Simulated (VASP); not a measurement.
A run of VASP 6.6.1 is set up as follows.

INCAR

```
SYSTEM = MnS
PREC     = Accurate       ! precision mode
ENCUT    = 600            ! plane-wave cutoff, eV
EDIFF    = 1E-6           ! SCF threshold, eV
ISMEAR   = -1             ! smearing method
SIGMA    = 0.05           ! smearing width, eV
LREAL    = .FALSE.        ! projectors in reciprocal space
LASPH    = .TRUE.         ! aspherical terms in the spheres
NELM     = 150            ! most SCF steps
ALGO     = Normal         ! electronic algorithm
ISIF     = 3              ! what is computed and relaxed
LWAVE    = .FALSE.        ! write WAVECAR
LCHARG   = .FALSE.        ! write CHGCAR
ISPIN    = 2              ! spin polarisation
MAGMOM   = 4 0            ! initial moments
LORBIT   = 11             ! projections on sites
LMAXMIX  = 4              ! l up to which the mixer works
GGA      = B5             ! functional
ALDAX    = 1.0          
AGGAX    = 1.0          
AGGAC    = 1.0          
ALDAC    = 0.0          
IBRION   = 2              ! ionic algorithm
NSW      = 60             ! ionic steps
EDIFFG   = -0.01          ! ionic threshold
```

Contents of KPOINTS:

```
regular mesh
0
G
  9 9 9
  0 0 0
```

The input POSCAR:

```
MnS
1.0
    0.0000000000      2.6045000000      2.6045000000
    2.6045000000      0.0000000000      2.6045000000
    2.6045000000      2.6045000000      0.0000000000
Mn S
1 1
Direct
    0.0000000000      0.0000000000      0.0000000000
    0.5000000000      0.5000000000      0.5000000000
```

Potentials or basis: VASP PAW PBE potentials, release 64 (Mn_pv, S).

Launch:

```console
$ cat potpaw_PBE.64/Mn_pv/POTCAR potpaw_PBE.64/S/POTCAR > POTCAR
$ mpirun -np 1 vasp_std > vasp.out
```

(1) Estimate the site moments.

(2) Estimate the relaxed cell.

(3) Predict the relaxed volume.

(4) Predict the space group after relaxing (to 0.1 Å).

## Answers

(1) Mn +4.23; S +0.13 μB.

(2) a = 3.712 Å, b = 3.712 Å, c = 3.712 Å, α = 60.00°, β = 60.00°, γ = 60.00°.

(3) 18.08 Å³/atom.

(4) Fm-3m (No. 225).

Caveat: the PAW data sets were made with another functional, which shifts forces and pressure a little; a cell with one magnetic atom can't hold antiferromagnetic order, which such compounds often take.
